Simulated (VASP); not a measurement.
# BAs in VASP: notebook, part 2 of 2

VASP 6.6.1.

### Step 3. Electric field gradients, LDA (volume scaled by 0.95)

INCAR reads:

```
ALGO = Normal ; EDIFF = 1E-8
ENCUT = 520 ; ISIF = 2
ISMEAR = -1 ; LASPH = True
LCHARG = False ; LEFG = True
LREAL = False ; LWAVE = False
NBANDS = 11 ; NELM = 100
PREC = Accurate ; SIGMA = 0.01
```

KPOINTS reads:

```
k-points
0
Gamma
  11 11 11
```

POSCAR reads:

```
BAs
1.0
    0.0000000000      2.3687779730      2.3687779730
    2.3687779730      0.0000000000      2.3687779730
    2.3687779730      2.3687779730      0.0000000000
B As
1 1
Direct
    0.7500000000      0.7500000000      0.7500000000
    0.0000000000      0.0000000000      0.0000000000
```

Potentials or basis: VASP PAW LDA potentials, release 64 (B, As).

On the command line:

```bash
$ cat potpaw_LDA.64/B/POTCAR potpaw_LDA.64/As/POTCAR > POTCAR
$ mpirun -np 1 vasp_std > vasp.out
```

OUTCAR:

```text
EDIFF = 1E-8
   ENCUT = 520
   ISIF = 2
   ISMEAR = -1
   LASPH = True
   LREAL = False
   NELM = 100
   PREC = Accurate

 ion  position               nearest neighbor table
   1  0.750  0.750  0.750-   2 2.05   2 2.05   2 2.05   2 2.05
   2  0.000  0.000  0.000-   1 2.05   1 2.05   1 2.05   1 2.05

  LATTYP: Found a face centered cubic cell.
 ALAT       =     4.7375559460

  Lattice vectors:

 A1 = (   0.0000000000,   2.3687779730,   2.3687779730)
 A2 = (   2.3687779730,   0.0000000000,   2.3687779730)
 A3 = (   2.3687779730,   2.3687779730,   0.0000000000)

Analysis of symmetry for initial positions (statically):
[... 549 lines left out ...]

 Electric field gradients (V/A^2)
---------------------------------------------------------------------
 ion       V_xx      V_yy      V_zz      V_xy      V_xz      V_yz
---------------------------------------------------------------------
   1      -0.000    -0.000     0.000     0.000     0.000     0.000
   2       0.000     0.000     0.000     0.000     0.000     0.000
---------------------------------------------------------------------

 Electric field gradients after diagonalization (V/A^2)
 (convention: |V_zz| > |V_xx| > |V_yy|)
----------------------------------------------------------------------
 ion       V_xx      V_yy      V_zz     asymmetry (V_yy - V_xx)/ V_zz
----------------------------------------------------------------------
   1      -0.000    -0.000     0.000       0.000
   2      -0.000    -0.000     0.000       0.000
----------------------------------------------------------------------

           NMR quadrupolar parameters

 Cq : quadrupolar parameter    Cq=e*Q*V_zz/h
 eta: asymmetry parameters     (V_yy - V_xx)/ V_zz
 Q  : nuclear electric quadrupole moment in mb (millibarn)
----------------------------------------------------------------------
 ion       Cq(MHz)       eta       Q (mb)
----------------------------------------------------------------------
   1       0.000       0.000       1.000
   2       0.000       0.000       1.000
----------------------------------------------------------------------
```

OSZICAR:

```text
N       E                     dE             d eps       ncg     rms          rms(c)
DAV:   1     0.848728734971E+01    0.84873E+01   -0.38006E+03  1240   0.631E+02
DAV:   2    -0.130980315979E+02   -0.21585E+02   -0.20744E+02  1728   0.109E+02
DAV:   3    -0.137017429961E+02   -0.60371E+00   -0.60249E+00  1501   0.147E+01
DAV:   4    -0.137030665136E+02   -0.13235E-02   -0.13235E-02  1390   0.849E-01
DAV:   5    -0.137030687305E+02   -0.22169E-05   -0.22169E-05  1467   0.353E-02    0.520E+00
DAV:   6    -0.130262270893E+02    0.67684E+00   -0.17697E+00  1328   0.541E+00    0.245E+00
DAV:   7    -0.129401056432E+02    0.86121E-01   -0.21235E-01  1456   0.229E+00    0.907E-01
DAV:   8    -0.129265879628E+02    0.13518E-01   -0.23972E-02  1397   0.820E-01    0.101E-01
DAV:   9    -0.129266130742E+02   -0.25111E-04   -0.77776E-04  1381   0.172E-01    0.596E-02
DAV:  10    -0.129266183896E+02   -0.53154E-05   -0.76450E-05  1343   0.497E-02    0.130E-02
DAV:  11    -0.129266199101E+02   -0.15205E-05   -0.20403E-06  1457   0.874E-03    0.127E-02
DAV:  12    -0.129266197634E+02    0.14677E-06   -0.82667E-07  1355   0.380E-03    0.352E-03
DAV:  13    -0.129266197638E+02   -0.42218E-09   -0.32839E-08  1427   0.120E-03
   1 F= -.12926620E+02 E0= -.12926620E+02  d E =-.538060E-13
```

It took 32 s on 1 thread of Intel Xeon 8259CL, shared host; peak memory 0.15 GiB.

What came out:

```yaml
Free_energy: -12.9266 eV
Pressure: 0.4 GPa
Band_gap_on_the_k_mesh: 1.13 eV, indirect (least direct gap 3.28 eV)
```

Levels at points of the mesh, in eV from the valence-band top:
| k point | band 1 | band 2 | band 3 | band 4 | band 5 | band 6 | band 7 | band 8 | band 9 |
| --- | --- | --- | --- | --- | --- | --- | --- | --- | --- |
| (0.00, 0.00, 0.00) | -15.60 | 0.00 | 0.00 | 0.00 | 3.28 | 3.28 | 3.28 | 5.01 | 9.48 |

Caveat: without QUAD_EFG the Cq values of the log hold for a quadrupole moment of 1 mb, not for the nuclei. A k mesh can miss the band edges.

### Step 4. Electric field gradients, LDA (volume scaled by 0.975)

INCAR reads:

```
PREC = Accurate
ENCUT = 520
EDIFF = 1E-8
ISMEAR = -1
SIGMA = 0.01
LREAL = F
LASPH = T
NELM = 60
ALGO = Normal
ISIF = 2
LWAVE = F
LCHARG = F
LEFG = T
NBANDS = 11
```

KPOINTS reads:

```
regular mesh
0
Gamma
  11 11 11
```

POSCAR reads:

```
BAs
1.0
    0.0000000000      2.3893770762      2.3893770762
    2.3893770762      0.0000000000      2.3893770762
    2.3893770762      2.3893770762      0.0000000000
B As
1 1
Direct
    0.7500000000      0.7500000000      0.7500000000
    0.0000000000      0.0000000000      0.0000000000
```

Potentials or basis: VASP PAW LDA potentials, release 64 (B, As).

On the command line:

```bash
$ cat potpaw_LDA.64/B/POTCAR potpaw_LDA.64/As/POTCAR > POTCAR
$ mpirun -np 1 vasp_std > vasp.out
```

OUTCAR:

```text
PREC = Accurate
   ENCUT = 520
   EDIFF = 1E-8
   ISMEAR = -1
   LREAL = F
   LASPH = T
   NELM = 60
   ISIF = 2

 ion  position               nearest neighbor table
   1  0.750  0.750  0.750-   2 2.07   2 2.07   2 2.07   2 2.07
   2  0.000  0.000  0.000-   1 2.07   1 2.07   1 2.07   1 2.07

  LATTYP: Found a face centered cubic cell.
 ALAT       =     4.7787541524

  Lattice vectors:

 A1 = (   0.0000000000,   2.3893770762,   2.3893770762)
 A2 = (   2.3893770762,   0.0000000000,   2.3893770762)
 A3 = (   2.3893770762,   2.3893770762,   0.0000000000)

[... 546 lines left out ...]
  ---------------------------------------------------
  free  energy   TOTEN  =       -12.9205315782 eV

  energy  without entropy=      -12.9205315782  energy(sigma->0) =      -12.92053158

 Electric field gradients (V/A^2)
---------------------------------------------------------------------
 ion       V_xx      V_yy      V_zz      V_xy      V_xz      V_yz
---------------------------------------------------------------------
   1      -0.000    -0.000     0.000     0.000     0.000     0.000
   2      -0.000    -0.000    -0.000     0.000     0.000     0.000
---------------------------------------------------------------------

 Electric field gradients after diagonalization (V/A^2)
 (convention: |V_zz| > |V_xx| > |V_yy|)
----------------------------------------------------------------------
 ion       V_xx      V_yy      V_zz     asymmetry (V_yy - V_xx)/ V_zz
----------------------------------------------------------------------
   1      -0.000    -0.000     0.000       0.000
   2      -0.000    -0.000     0.000       0.000
----------------------------------------------------------------------

           NMR quadrupolar parameters

 Cq : quadrupolar parameter    Cq=e*Q*V_zz/h
 eta: asymmetry parameters     (V_yy - V_xx)/ V_zz
 Q  : nuclear electric quadrupole moment in mb (millibarn)
----------------------------------------------------------------------
 ion       Cq(MHz)       eta       Q (mb)
----------------------------------------------------------------------
   1       0.000       0.000       1.000
   2       0.000       0.000       1.000
----------------------------------------------------------------------
```

OSZICAR:

```text
N       E                     dE             d eps       ncg     rms          rms(c)
DAV:   1     0.834269878517E+01    0.83427E+01   -0.37624E+03  1232   0.634E+02
DAV:   2    -0.130331262247E+02   -0.21376E+02   -0.20425E+02  1698   0.107E+02
DAV:   3    -0.136394186958E+02   -0.60629E+00   -0.60500E+00  1535   0.146E+01
DAV:   4    -0.136408632074E+02   -0.14445E-02   -0.14444E-02  1345   0.878E-01
DAV:   5    -0.136408656328E+02   -0.24254E-05   -0.24254E-05  1469   0.368E-02    0.500E+00
DAV:   6    -0.130126396545E+02    0.62823E+00   -0.16818E+00  1331   0.519E+00    0.236E+00
DAV:   7    -0.129336227624E+02    0.79017E-01   -0.19102E-01  1453   0.218E+00    0.891E-01
DAV:   8    -0.129205008887E+02    0.13122E-01   -0.23215E-02  1403   0.801E-01    0.976E-02
DAV:   9    -0.129205240829E+02   -0.23194E-04   -0.77555E-04  1373   0.170E-01    0.567E-02
DAV:  10    -0.129205302154E+02   -0.61325E-05   -0.76692E-05  1343   0.498E-02    0.125E-02
DAV:  11    -0.129205317183E+02   -0.15029E-05   -0.18653E-06  1463   0.851E-03    0.119E-02
DAV:  12    -0.129205315777E+02    0.14058E-06   -0.83343E-07  1343   0.379E-03    0.331E-03
DAV:  13    -0.129205315782E+02   -0.42422E-09   -0.34020E-08  1430   0.121E-03
   1 F= -.12920532E+02 E0= -.12920532E+02  d E =-.189519E-14
```

stdout:

```text
POSCAR found type information on POSCAR B As
 POSCAR found :  2 types and       2 ions
 scaLAPACK will be used
 LDA part: xc-table for (Slater(with rela. corr.)+CA(PZ))
 , standard interpolation
 POSCAR, INCAR and KPOINTS ok, starting setup
 FFT: planning ... GRIDC
 FFT: planning ... GRID_SOFT
 FFT: planning ... GRID
 WAVECAR not read
 entering main loop
ion   1

ion   2
```

It took 36 s on 1 thread of Intel Xeon 8259CL, shared host; peak memory 0.15 GiB.

What came out:

- Free energy: -12.9205 eV
- Pressure: -3.2 GPa
- Band gap on the k mesh: 1.15 eV, indirect (least direct gap 3.25 eV)

Levels at points of the mesh, in eV from the valence-band top:
```tsv
k point	band 2	band 3	band 4	band 5	band 6	band 7
(0.00, 0.00, 0.00)	0.00	0.00	0.00	3.25	3.25	3.25
```

Caveat: without QUAD_EFG the Cq values of the log hold for a quadrupole moment of 1 mb, not for the nuclei. A k mesh can miss the band edges.

### Step 5. The runs side by side

```csv
cell,gap on the mesh (eV),pressure (GPa)
"a = 3.435, b = 3.435, c = 3.358 Å, angles 60.7, 60.7, 58.5°, 2 atoms",0.85,-6.5
"a = 3.350 Å, angles 60.0°, 2 atoms",1.13,0.4
"a = 3.379 Å, angles 60.0°, 2 atoms",1.15,-3.2
```

Alike in all rows: task electric field gradients; level LDA; potentials or basis VASP PAW LDA potentials, release 64 (B, As); no spin polarisation; k mesh 11 × 11 × 11; cutoff (eV) 520; smearing fermi-dirac 0.01 eV.

Absolute energies hang on the potentials; compare differences alone.
